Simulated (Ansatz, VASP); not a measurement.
**One calculation of SnTe, two programs**

Contents of INCAR:

```
SYSTEM = SnTe
PREC = Accurate ; ENCUT = 520
EDIFF = 1E-7 ; ISMEAR = -1
SIGMA = 0.08 ; LREAL = .FALSE.
LASPH = .TRUE. ; NELM = 80
ALGO = Normal ; ISIF = 2
LWAVE = .FALSE. ; LCHARG = .FALSE.
GGA = PS ; NBANDS = 17
```

File KPOINTS:

```
regular mesh
0
G
  11 11 11
  0 0 0
```

POSCAR

```
SnTe
1.0
    0.0000000000      3.2196300000      3.1565000000
    3.2196300000      0.0000000000      3.1565000000
    3.2196300000      3.2196300000      0.0000000000
Sn Te
1 1
Direct
    0.0000000000      0.0000000000      0.0000000000
    0.5000000000      0.5000000000      0.5000000000
```

Input for Ansatz:

```yaml
crystal:
  lattice:
    - [0.0, 3.21963, 3.1565]
    - [3.21963, 0.0, 3.1565]
    - [3.21963, 3.21963, 0.0]
  atoms:
    - { symbol: Sn, position: [0.0, 0.0, 0.0] }
    - { symbol: Te, position: [0.5, 0.5, 0.5] }
kpoints:
  mp_grid: { grid: [11, 11, 11] }
  band_path:
    path:
      - [0.0, 0.0, 0.0]
      - [0.0, 0.5, 0.5]
      - [0.25, 0.75, 0.5]
      - [0.0, 0.5, 0.0]
      - [0.0, 0.0, 0.0]
      - [0.5, 0.5, 0.0]
      - [0.38005, 0.61995, 0.0]
      - [-0.38005, 0.38005, 0.0]
      - [0.0, 0.0, 0.0]
    npoints: 5
scf:
  occupations: { method: fermi_dirac, width: 0.08 }
hamiltonian:
  xc: pbesol
  pseudopotentials: { kind: all_electron, lapw: { basis_error: 0.00025 } }
output:
  forces: true
  stress: true
  eigenvalues: true
```

Change from the starting cell: equal xx and yy strain of +2 %.

Alike in both runs: task single point; functional PBEsol; k mesh 11 × 11 × 11; occupations fermi-dirac, width 0.08 eV; no spin polarisation.

|  | VASP | Ansatz |
| --- | --- | --- |
| version | VASP 6.6.1 | Ansatz 0.2.0 |
| potentials or method | VASP PAW PBE potentials, release 64 (Sn_d, Te), cutoff 520 eV | all-electron LAPW, scalar-relativistic |

Ansatz gave:

| Item | Value |
| --- | --- |
| pressure (GPa) | -2.1 |
| traceless stress, the component that is largest in VASP (GPa) | 1.48 |

**Question.** Estimate VASP's values.

**Answer.** Pressure (GPa): -2.1; traceless stress, the component that is largest in VASP (GPa): 1.49.

VASP's potentials were made for PBE, not for PBEsol. Ansatz ran all-electron here, and VASP with PAW potentials.

Spin-orbit coupling is off throughout.
